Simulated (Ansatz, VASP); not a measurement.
**Two plane-wave programs on FeCo3**

Contents of INCAR:

```
ALGO = Fast
EDIFF = 1E-7
ENCUT = 520
GGA = PS
ISIF = 2
ISMEAR = 0
ISPIN = 2
LASPH = True
LCHARG = False
LMAXMIX = 4
LORBIT = 11
LREAL = False
LWAVE = False
MAGMOM = 2.77 1.78 1.78 1.78
NBANDS = 30
NELM = 150
PREC = Accurate
SIGMA = 0.15
```

File KPOINTS:

```
k-points
0
Gamma
  10 10 10
```

File POSCAR:

```
FeCo3
1.0
    3.4876517820      0.0000000000      0.0000000000
    0.0000000000      3.4876517820      0.0000000000
    0.0000000000      0.0000000000      3.4876517820
Fe Co
1 3
Direct
    0.0000000000      0.0000000000      0.0000000000
    0.5000000000      0.5000000000      0.0000000000
    0.5000000000      0.0000000000      0.5000000000
    0.0000000000      0.5000000000      0.5000000000
```

Input for Ansatz:

```yaml
crystal:
  lattice:
    - [3.487651782, 0.0, 0.0]
    - [0.0, 3.487651782, 0.0]
    - [0.0, 0.0, 3.487651782]
  atoms:
    - { symbol: Fe, position: [0.0, 0.0, 0.0], spin: 2.77 }
    - { symbol: Co, position: [0.5, 0.5, 0.0], spin: 1.78 }
    - { symbol: Co, position: [0.5, 0.0, 0.5], spin: 1.78 }
    - { symbol: Co, position: [0.0, 0.5, 0.5], spin: 1.78 }
basis:
  ecutwfc: 420
kpoints:
  mp_grid: { grid: [10, 10, 10] }
hamiltonian:
  xc: pbesol
scf:
  occupations: { method: gaussian, width: 0.15 }
output:
  forces: true
  stress: true
  eigenvalues: true
  populations: true
  write_density: true
  write_potential: true
  elf: true
  volumetric_format: npy
magnetization:
  spin_polarized: true
```

Alike in both runs: task single point; functional PBEsol; k mesh 10 × 10 × 10; occupations gaussian, width 0.15 eV; collinear spin.

```csv
,VASP,Ansatz
version,VASP 6.6.1,Ansatz 0.2.0
potentials or method,"VASP PAW PBE potentials, release 64 (Fe, Co), cutoff 520 eV","scalar-relativistic, plane waves, PAW"
valence electrons in the cell,35,67
```

|  | VASP | Ansatz | Ansatz less VASP |
| --- | --- | --- | --- |
| gap on the k mesh at the Fermi level (eV) | none | none | - |
| pressure (GPa) | -0.3 | 0.4 | +0.63 |
| net moment per atom (μB) | 1.80 | 1.81 | +0.003 |
| size of the moment on the site where the two differ most (μB) | 1.57 | 1.63 | +0.062 |

VASP's potentials were made for PBE, not for PBEsol. Site moments also hang on the region over which each program counts them. A gap of «none» marks a metal or a gap that the smearing closes. VASP's potentials hold 35 valence electrons a cell and Ansatz's 67, so a difference there can come from the potentials and not from the codes.
